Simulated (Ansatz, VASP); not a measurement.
KF in VASP and in Ansatz

INCAR

```
SYSTEM = KF
PREC = Accurate
ENCUT = 520
EDIFF = 1E-7
ISMEAR = 0
SIGMA = 0.05
LREAL = .False.
LASPH = .True.
NELM = 100
ALGO = Normal
ISIF = 2
LWAVE = .False.
LCHARG = .True.
LELF = .True.
LVHAR = .True.
NBANDS = 15
```

The input KPOINTS:

```
regular mesh
0
Gamma
  8 8 8
  0 0 0
```

POSCAR

```
KF
1.0
   -0.1120303478      2.5940167009      2.5940167009
    2.5940167009     -0.1120303478      2.5940167009
    2.5940167009      2.5940167009     -0.1120303478
K F
1 1
Direct
    0.0000000000      0.0000000000      0.0000000000
    0.5000000000      0.5000000000      0.5000000000
```

Input for Ansatz:

```yaml
crystal:
  lattice:
    - [-0.1120303478, 2.5940167009, 2.5940167009]
    - [2.5940167009, -0.1120303478, 2.5940167009]
    - [2.5940167009, 2.5940167009, -0.1120303478]
  atoms:
    - { symbol: K, position: [0.0, 0.0, 0.0] }
    - { symbol: F, position: [0.5, 0.5, 0.5] }
basis:
  ecutwfc: 520.0
kpoints:
  mp_grid: { grid: [8, 8, 8] }
hamiltonian:
  xc: lda
scf:
  occupations: { method: gaussian, width: 0.05 }
output:
  forces: true
  stress: true
  eigenvalues: true
  write_density: true
  write_potential: true
  elf: true
  volumetric_format: npy
```

Alike in both runs: task single point; functional LDA; k mesh 8 × 8 × 8; occupations gaussian, width 0.05 eV; no spin polarisation.

|  | VASP | Ansatz |
| --- | --- | --- |
| version | VASP 6.6.1 | Ansatz 0.2.0 |
| potentials or method | VASP PAW LDA potentials, release 64 (K_sv, F), cutoff 520 eV | scalar-relativistic, plane waves, PAW |
| valence electrons in the cell | 16 | 16 |

Ansatz gave:

```
gap on the k mesh at the Fermi level (eV)                     : 5.89
least direct gap on the mesh (eV)                             : 5.89
pressure (GPa)                                                : -2.9
traceless stress, the component that is largest in VASP (GPa) : 0.56
```

**Question.** Estimate VASP's values.

**Answer.** gap on the k mesh at the Fermi level (eV): 5.87; least direct gap on the mesh (eV): 5.87; pressure (GPa): -2.8; traceless stress, the component that is largest in VASP (GPa): 0.55.

LDA's correlation is that of Perdew and Zunger in VASP and of Perdew and Wang (1992) in Ansatz.
